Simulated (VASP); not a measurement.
# Au (Cmcm) in VASP: notebook

Runs on Au. Level: PBEsol. Tasks: single point.

All numbers are computed with VASP 6.6.1; they aren't measurements. Logs are shortened: lines on timing, memory, paths and dates and some standing lists are left out, and cuts for length are marked.

## Step 1: The cell of the first run

The structure is orthorhombic, space group Cmcm (No. 63). Conventional cell: a = 2.799 Å, b = 4.977 Å, c = 4.746 Å, α = 90.00°, β = 90.00°, γ = 90.00°. Within 3.7 Å of Au (site symmetry m2m) lie 12 Au at 2.80 to 2.89 Å.

## Step 2: Single point, PBEsol (volume scaled by 0.97, then relaxed in part)

INCAR

```
PREC     = Accurate       # precision mode
ENCUT    = 520            # plane-wave cutoff, eV
EDIFF    = 1E-6           # SCF threshold, eV
ISMEAR   = 0              # smearing method
SIGMA    = 0.1            # smearing width, eV
LREAL    = F              # projectors in reciprocal space
LASPH    = T              # aspherical terms in the spheres
NELM     = 80             # most SCF steps
ALGO     = Fast           # electronic algorithm
ISIF     = 2              # what is computed and relaxed
LWAVE    = F              # write WAVECAR
LCHARG   = T              # write CHGCAR
GGA      = PS             # functional
LELF     = T              # ELF
LVHAR    = T            
NBANDS   = 18             # bands
```

KPOINTS

```
Automatic mesh
0
Gamma
  16 16 10
```

POSCAR

```
Au
1.0
    1.3994780237     -2.4884696273      0.0000000000
    1.3994780237      2.4884696273      0.0000000000
    0.0000000000      0.0000000000      4.7455148659
Au
2
Direct
    0.6637276735      0.3362723265      0.2500000000
    0.3362723265      0.6637276735      0.7500000000
```

Potentials or basis: VASP PAW PBE potentials, release 64 (Au).

The run is started by

```sh
$ cat potpaw_PBE.64/Au/POTCAR > POTCAR
$ mpirun -np 1 vasp_std > vasp.out
```

OUTCAR:

```text
PREC = Accurate
   ENCUT = 520
   EDIFF = 1E-6
   ISMEAR = 0
   LREAL = F
   LASPH = T
   NELM = 80
   ISIF = 2
   GGA = PS

 ion  position               nearest neighbor table
   1  0.664  0.336  0.250-   2 2.88   2 2.88   2 2.89   2 2.89   2 2.89   2 2.89
   2  0.336  0.664  0.750-   1 2.88   1 2.88   1 2.89   1 2.89   1 2.89   1 2.89

  LATTYP: Found a base centered orthorhombic cell.
 ALAT       =     2.7989560474
 B/A-ratio  =     1.7781412678
 C/A-ratio  =     1.6954588731

  Lattice vectors:

 A1 = (   1.3994780237,  -2.4884696273,   0.0000000000)
 A2 = (   1.3994780237,   2.4884696273,   0.0000000000)
 A3 = (   0.0000000000,   0.0000000000,   4.7455148659)

Analysis of symmetry for initial positions (statically):
=====================================================================
 Subroutine PRICEL returns:
 Original cell was already a primitive cell.

 Routine SETGRP: Setting up the symmetry group for a
 base centered orthorhombic supercell.

 Subroutine GETGRP returns: Found  8 space group operations
 (whereof  4 operations were pure point group operations)
 out of a pool of  8 trial point group operations.

The static configuration has the point symmetry C_2h.
 The point group associated with its full space group is D_2h.

Analysis of symmetry for dynamics (positions and initial velocities):
=====================================================================
 Subroutine PRICEL returns:
 Original cell was already a primitive cell.

 Routine SETGRP: Setting up the symmetry group for a
 base centered orthorhombic supercell.

 Subroutine GETGRP returns: Found  8 space group operations
 (whereof  4 operations were pure point group operations)
 out of a pool of  8 trial point group operations.

The dynamic configuration has the point symmetry C_2h.
 The point group associated with its full space group is D_2h.

 Subroutine INISYM returns: Found  8 space group operations
 (whereof  4 operations are pure point group operations),
 and found     1 'primitive' translations

----------------------------------------------------------------------------------------

                                     Primitive cell

  volume of cell :      33.0531

  direct lattice vectors                    reciprocal lattice vectors
[... 79 lines left out ...]
   ISTART =      0    job   : 0-new  1-cont  2-samecut
   ICHARG =      2    charge: 1-file 2-atom 10-const
   ISPIN  =      1    spin polarized calculation?
   LNONCOLLINEAR =      F non collinear calculations
   LSORBIT =      F    spin-orbit coupling
   LASPH  =      T    aspherical Exc in radial PAW
   ENCUT  =  520.0 eV  38.22 Ry    6.18 a.u.   5.31  5.31  8.82*2*pi/ulx,y,z
   NELM   =     80;   NELMIN=  2; NELMDL= -5     # of ELM steps
   EDIFF  = 0.1E-05   stopping-criterion for ELM
   LREAL  =      F    real-space projection
   EDIFFG = 0.1E-04   stopping-criterion for IOM
   NSW    =      0    number of steps for IOM
   IBRION =     -1    ionic relax: 0-MD 1-quasi-New 2-CG
   NFREE  =      0    steps in history (QN), initial steepest desc. (CG)
   ISIF   =      2    stress and relaxation
   ISYM   =      2    0-nonsym 1-usesym 2-fastsym
   POTIM  = 0.5000    time-step for ionic-motion
   TEBEG  =    0.0;   TEEND  =   0.0 temperature during run
   PSTRESS=    0.0 pullay stress
   NELECT =      22.0000    total number of electrons
   NUPDOWN=      -1.0000    fix difference up-down
   EMIN   =  10.00;   EMAX   =-10.00  energy-range for DOS
   EFERMI =   0.00;   METHOD = LEGACY
   ISMEAR =     0;   SIGMA  =   0.10  broadening in eV -4-tet -1-fermi 0-gaus
   EFERMI_NEDOS =   21; number of points for ismear=-14 and -15
   IALGO  =     68    algorithm
   IMIX   =      4    mixing-type and parameters
     AMIX     =   0.40;   BMIX     =  1.00
     AMIX_MAG =   1.60;   BMIX_MAG =  1.00
  volume/ion in A,a.u.               =      16.53       111.53
  Fermi-wavevector in a.u.,A,eV,Ry     =   1.429372  2.701121 27.798105  2.043103
  Thomas-Fermi vector in A             =   2.549332
   LORBIT       =      0    0 simple, 1 ext, 2 COOP (PROOUT), +10 PAW based schemes
   GGA     = PS    functional components
   LHFCALC =     F    Hartree Fock is set to
   AEXX    =    0.0000 exact exchange contribution
   IVDW    =     0    specifies the selected vdW correction
   LEPSILON=     F    determine dielectric tensor
   LRPA    =     F    only Hartree local field effects (RPA)
 non-spin polarized calculation
 RMM-DIIS sequential band-by-band and
 Gauss-broadening in eV      SIGMA  =   0.10
  energy-cutoff  :      520.00
  volume of cell :       33.05
 maximum number of plane-waves:       905
 NGX is ok and might be reduce to    24
   NGX = 11   NGY = 11   NGZ = 17

 number of electron      22.0000002 magnetization

 Free energy of the ion-electron system (eV)
  ---------------------------------------------------
  ext. energy  EPLUGINS =         0.00000000
  ---------------------------------------------------
  free energy    TOTEN  =        -7.81340827 eV

  energy without entropy =       -7.81017415  energy(sigma->0) =       -7.81179121

 E-fermi :   9.7539     XC(G=0): -13.0671

 val. band max:        9.7508939177   @ k =   0.5000   0.1250   0.3000
 cond. band min:       9.7550704560   @ k =   0.5000   0.5000   0.2000
 fundamental gap:      0.0041765383
 Fermi energy:         9.7539110295

 k-point     1 :       0.0000    0.0000    0.0000
  band No.  band energies     occupation
      1      -0.4541      2.00000
      2       2.0925      2.00000
      3       4.7617      2.00000
      4       4.8572      2.00000
      5       5.2492      2.00000
      6       5.2506      2.00000
[... 481 lines left out ...]
      5       5.2321      2.00000
      6       5.3311      2.00000
[... 10 lines left out ...]
     17      27.7351      0.00000
     18      28.2173      0.00000

 [... further k-points ...]
[... 5 lines left out ...]
  --------------------------------------------------------------------------------------
  -------------------------------------------------------------------------------------
  Total        1.1247860      1.1208590      1.1323547      0.0000000      0.0000000      0.0000000
  in kB       54.5216188     54.3312619     54.8884912      0.0000000      0.0000000      0.0000000
  external PRESSURE =      54.5804573 kB  Pullay stress =       0.0000000 kB

 VOLUME and BASIS-vectors are now :
 -----------------------------------------------------------------------------
  energy-cutoff  :      520.00
  volume of cell :       33.05
      direct lattice vectors                 reciprocal lattice vectors
     1.399478024 -2.488469627  0.000000000     0.357276064 -0.200926704  0.000000000
     1.399478024  2.488469627  0.000000000     0.357276064  0.200926704  0.000000000
     0.000000000  0.000000000  4.745514866     0.000000000  0.000000000  0.210725291

 POSITION                                       TOTAL-FORCE (eV/Angst)
 -----------------------------------------------------------------------------------
      1.39948     -0.81486      1.18638         0.000000      0.000050     -0.000000
      1.39948      0.81486      3.55914         0.000000     -0.000050      0.000000
 -----------------------------------------------------------------------------------
    total drift:                                0.000000     -0.000000     -0.000000

  FREE ENERGIE OF THE ION-ELECTRON SYSTEM (eV)
  ---------------------------------------------------
  free  energy   TOTEN  =        -7.8134082726 eV

  energy  without entropy=       -7.8101741483  energy(sigma->0) =       -7.81179121
```

stdout:

```text
POSCAR found type information on POSCAR Au
 POSCAR found :  1 types and       2 ions
 scaLAPACK will be used
 -----------------------------------------------------------------------------
|                                                                             |
|                                                                             |
|     You enforced a specific xc type in the INCAR file but a different       |
|     I HOPE YOU KNOW WHAT YOU ARE DOING!                                     |
|                                                                             |
 -----------------------------------------------------------------------------

 LDA part: xc-table for (Slater+PW92), standard interpolation
 POSCAR, INCAR and KPOINTS ok, starting setup
 FFT: planning ... GRIDC
 FFT: planning ... GRID_SOFT
 FFT: planning ... GRID
 WAVECAR not read
 entering main loop
```

Wall time 86 s (1 thread of Intel Xeon 6975P-C (Granite Rapids), shared host); peak memory 0.32 GiB.

What came out:

```
Free energy            : -7.8134 eV
Pressure               : 5.5 GPa
Band gap on the k mesh : zero (band 11 reaches 13.85 eV, above the bottom of band 12 at 7.14 eV)
```

Levels at points of the mesh, in eV from the Fermi level:
```csv
k point,band 9,band 10,band 11,band 12,band 13,band 14
"(0.00, 0.00, 0.00)",-3.55,-2.19,-2.15,-1.30,2.91,14.50
"(0.50, 0.00, 0.00)",-1.83,-1.64,0.42,1.79,5.92,7.43
"(0.50, 0.50, 0.00)",-1.88,-1.67,0.33,1.45,5.76,7.37
"(0.00, 0.00, 0.50)",-2.72,-2.72,-2.60,-2.60,10.92,10.92
"(0.50, 0.00, 0.50)",-1.71,-1.71,0.48,0.48,4.26,4.26
"(0.50, 0.50, 0.50)",-1.77,-1.77,0.18,0.18,3.98,3.98
```

Caveat: the PAW data sets were made with another functional, which shifts forces and pressure a little; spin-orbit coupling is left out, which moves the levels of the heavy elements.

## Step 3: Single point, PBEsol (volume scaled by 1.03, then relaxed in part)

INCAR

```
SYSTEM = Au
PREC = Accurate ; ENCUT = 520
EDIFF = 1E-6 ; ISMEAR = 0
SIGMA = 0.1 ; LREAL = .False.
LASPH = .True. ; NELM = 60
ALGO = Fast ; ISIF = 2
LWAVE = .False. ; LCHARG = .False.
GGA = PS ; NBANDS = 18
```

KPOINTS

```
Automatic mesh
0
Gamma
  16 16 10
  0 0 0
```

POSCAR

```
Au
1.0
    1.4209702440     -2.5433574561      0.0000000000
    1.4209702440      2.5433574561      0.0000000000
    0.0000000000      0.0000000000      4.8557338020
Au
2
Direct
    0.6638774340      0.3361225660      0.2500000000
    0.3361225660      0.6638774340      0.7500000000
```

Potentials or basis: VASP PAW PBE potentials, release 64 (Au).

The run is started by

```sh
$ cat potpaw_PBE.64/Au/POTCAR > POTCAR
$ mpirun -np 1 vasp_std > vasp.out
```

OUTCAR:

```text
SYSTEM = Au
   PREC = Accurate
   ENCUT = 520
   EDIFF = 1E-6
   ISMEAR = 0
   LREAL = .False.
   LASPH = .True.
   NELM = 60
   ISIF = 2
   GGA = PS

 ion  position               nearest neighbor table
   1  0.664  0.336  0.250-   2 2.95   2 2.95   2 2.95   2 2.95   2 2.95   2 2.95
   2  0.336  0.664  0.750-   1 2.95   1 2.95   1 2.95   1 2.95   1 2.95   1 2.95

  LATTYP: Found a base centered orthorhombic cell.
 ALAT       =     2.8419404880
 B/A-ratio  =     1.7898738322
 C/A-ratio  =     1.7085979888

  Lattice vectors:

 A1 = (   1.4209702440,  -2.5433574561,   0.0000000000)
 A2 = (   1.4209702440,   2.5433574561,   0.0000000000)
 A3 = (   0.0000000000,   0.0000000000,   4.8557338020)

Analysis of symmetry for initial positions (statically):
=====================================================================
 Subroutine PRICEL returns:
 Original cell was already a primitive cell.

 Routine SETGRP: Setting up the symmetry group for a
 base centered orthorhombic supercell.

 Subroutine GETGRP returns: Found  8 space group operations
 (whereof  4 operations were pure point group operations)
 out of a pool of  8 trial point group operations.

The static configuration has the point symmetry C_2h.
[... 165 lines left out ...]
 E-fermi :   8.7584     XC(G=0): -12.7106

 val. band max:        8.7377644622   @ k =   0.5000   0.1250   0.3000
 cond. band min:       8.7662288117   @ k =  -0.1250   0.1250   0.1000
 fundamental gap:      0.0284643495
 Fermi energy:         8.7584261568

 k-point     1 :       0.0000    0.0000    0.0000
  band No.  band energies     occupation
      1      -0.8189      2.00000
      2       1.6305      2.00000
      3       4.0728      2.00000
      4       4.1485      2.00000
      5       4.5023      2.00000
      6       4.5897      2.00000
[... 481 lines left out ...]
      5       4.4926      2.00000
      6       4.6633      2.00000
[... 10 lines left out ...]
     17      26.3970      0.00000
     18      26.7405      0.00000

 [... further k-points ...]

------------------------ aborting loop because EDIFF is reached ----------------------------------------

  FORCE on cell =-STRESS in cart. coord.  units (eV):
  Direction    XX          YY          ZZ          XY          YZ          ZX
  --------------------------------------------------------------------------------------
  -------------------------------------------------------------------------------------
  Total       -1.0654176     -1.0474983     -1.0614630      0.0000000      0.0000000      0.0000000
  in kB      -48.6354775    -47.8174788    -48.4549543      0.0000000      0.0000000      0.0000000
  external PRESSURE =     -48.3026368 kB  Pullay stress =       0.0000000 kB

 VOLUME and BASIS-vectors are now :
 -----------------------------------------------------------------------------
  energy-cutoff  :      520.00
  volume of cell :       35.10
      direct lattice vectors                 reciprocal lattice vectors
     1.420970244 -2.543357456  0.000000000     0.351872252 -0.196590534  0.000000000
     1.420970244  2.543357456  0.000000000     0.351872252  0.196590534  0.000000000
     0.000000000  0.000000000  4.855733802     0.000000000  0.000000000  0.205942097

 POSITION                                       TOTAL-FORCE (eV/Angst)
 -----------------------------------------------------------------------------------
      1.42097     -0.83360      1.21393         0.000000     -0.000113      0.000000
      1.42097      0.83360      3.64180         0.000000      0.000113      0.000000
 -----------------------------------------------------------------------------------
    total drift:                                0.000000      0.000000      0.000000

  FREE ENERGIE OF THE ION-ELECTRON SYSTEM (eV)
  ---------------------------------------------------
  free  energy   TOTEN  =        -7.8139129632 eV

  energy  without entropy=       -7.8109812808  energy(sigma->0) =       -7.81244712
```

OSZICAR:

```text
N       E                     dE             d eps       ncg     rms          rms(c)
DAV:   1     0.121975064755E+03    0.12198E+03   -0.11666E+04 15792   0.118E+03
DAV:   2    -0.640288843892E+01   -0.12838E+03   -0.12247E+03 16728   0.260E+02
DAV:   3    -0.848714270466E+01   -0.20843E+01   -0.20721E+01 18442   0.335E+01
DAV:   4    -0.849602753340E+01   -0.88848E-02   -0.88839E-02 17364   0.230E+00
DAV:   5    -0.849610701461E+01   -0.79481E-04   -0.79482E-04 17674   0.232E-01    0.124E+01
RMM:   6    -0.785791989179E+01    0.63819E+00   -0.11406E+00 15773   0.793E+00    0.774E+00
RMM:   7    -0.781943099931E+01    0.38489E-01   -0.13370E-01 16195   0.289E+00    0.354E+00
RMM:   8    -0.781405166869E+01    0.53793E-02   -0.16155E-02 16408   0.973E-01    0.584E-01
RMM:   9    -0.781391163796E+01    0.14003E-03   -0.12573E-03 17376   0.268E-01    0.164E-01
RMM:  10    -0.781391955274E+01   -0.79148E-05   -0.17540E-04 17438   0.887E-02    0.145E-01
RMM:  11    -0.781391279915E+01    0.67536E-05   -0.31249E-05 17198   0.396E-02    0.155E-02
RMM:  12    -0.781391296319E+01   -0.16403E-06   -0.43655E-06 14283   0.137E-02
   1 F= -.78139130E+01 E0= -.78124471E+01  d E =-.293168E-02
```

stdout:

```text
POSCAR found type information on POSCAR Au
 POSCAR found :  1 types and       2 ions
 scaLAPACK will be used
 -----------------------------------------------------------------------------
|                                                                             |
|                                                                             |
|     You enforced a specific xc type in the INCAR file but a different       |
|     I HOPE YOU KNOW WHAT YOU ARE DOING!                                     |
|                                                                             |
 -----------------------------------------------------------------------------

 LDA part: xc-table for (Slater+PW92), standard interpolation
 POSCAR, INCAR and KPOINTS ok, starting setup
 FFT: planning ... GRIDC
 FFT: planning ... GRID_SOFT
 FFT: planning ... GRID
 WAVECAR not read
 entering main loop
```

Wall time 85 s (1 thread of Intel Xeon 6975P-C (Granite Rapids), shared host); peak memory 0.33 GiB.

Results:

- Free energy: -7.8139 eV
- Pressure: -4.8 GPa
- Band gap on the k mesh: zero (band 11 reaches 12.68 eV, above the bottom of band 12 at 6.26 eV)

Levels at points of the mesh, in eV from the Fermi level:
```
           k point  band 8  band 9  band 10  band 11  band 12  band 13  band 14  band 15
(0.00, 0.00, 0.00)   -3.50   -3.33    -2.11    -2.10    -1.05     2.54    14.53    15.68
(0.50, 0.00, 0.00)   -1.91   -1.79    -1.63     0.43     1.67     5.74     7.21     7.29
(0.50, 0.50, 0.00)   -1.86   -1.86    -1.67     0.29     1.29     5.51     6.87     7.11
(0.00, 0.00, 0.50)   -4.24   -2.61    -2.61    -2.49    -2.49    10.41    10.41    14.87
(0.50, 0.00, 0.50)   -2.36   -1.68    -1.68     0.62     0.62     3.96     3.96    13.14
(0.50, 0.50, 0.50)   -2.29   -1.75    -1.75     0.29     0.29     3.60     3.60    12.81
```

Caveat: the PAW data sets were made with another functional, which shifts forces and pressure a little; spin-orbit coupling is left out, which moves the levels of the heavy elements.

(Part 1 of 2 ends here.)
